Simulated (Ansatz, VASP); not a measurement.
BeCdF4: VASP beside Ansatz

```
CELL_PARAMETERS angstrom
5.03458 -0.01991 0.00885
-2.49078 5.37549 -0.14258
-0.02264 -2.16941 6.15459
ATOMIC_POSITIONS crystal
Be 0.85315 0.73915 0.89537
Be 0.61367 0.26080 0.52126
Cd 0.59768 0.19882 0.00919
Cd 0.89934 0.80124 0.40779
F 0.87672 0.49986 0.70826
F 0.51289 0.39209 0.38819
F 0.75839 0.90045 0.78474
F 0.15809 0.92649 0.04255
F 0.35790 0.09977 0.63185
F 0.73115 0.07321 0.37396
F 0.62114 0.60830 0.02846
F 0.01988 0.49981 0.20837
```

Change from the starting cell: the structure that the rattled cell fell into.

Alike in both runs: functional PBE; k mesh 4 × 4 × 4; occupations gaussian, width 0.1 eV; no spin polarisation.

Ansatz relaxed the structure, and its values are those at the end. VASP's run is a single point on that final structure, the one shown.

|  | VASP | Ansatz |
| --- | --- | --- |
| version | VASP 6.6.1 | Ansatz 0.2.0 |
| potentials or method | VASP PAW PBE potentials, release 64 (Be, Cd, F), cutoff 520 eV | scalar-relativistic, plane waves, PAW |
| valence electrons in the cell | 84 | 100 |

Ansatz gave:

* gap on the k mesh at the Fermi level (eV): 3.76
* least direct gap on the mesh (eV): 3.79
* pressure (GPa): 0.0
* rms of the force components (eV/Å): 0.008

**Question.** Which values does VASP return?

**Answer.** gap on the k mesh at the Fermi level (eV): 3.73; least direct gap on the mesh (eV): 3.76; pressure (GPa): 0.4; rms of the force components (eV/Å): 0.033.

VASP's potentials hold 84 valence electrons a cell and Ansatz's 100, so a difference there can come from the potentials and not from the codes.
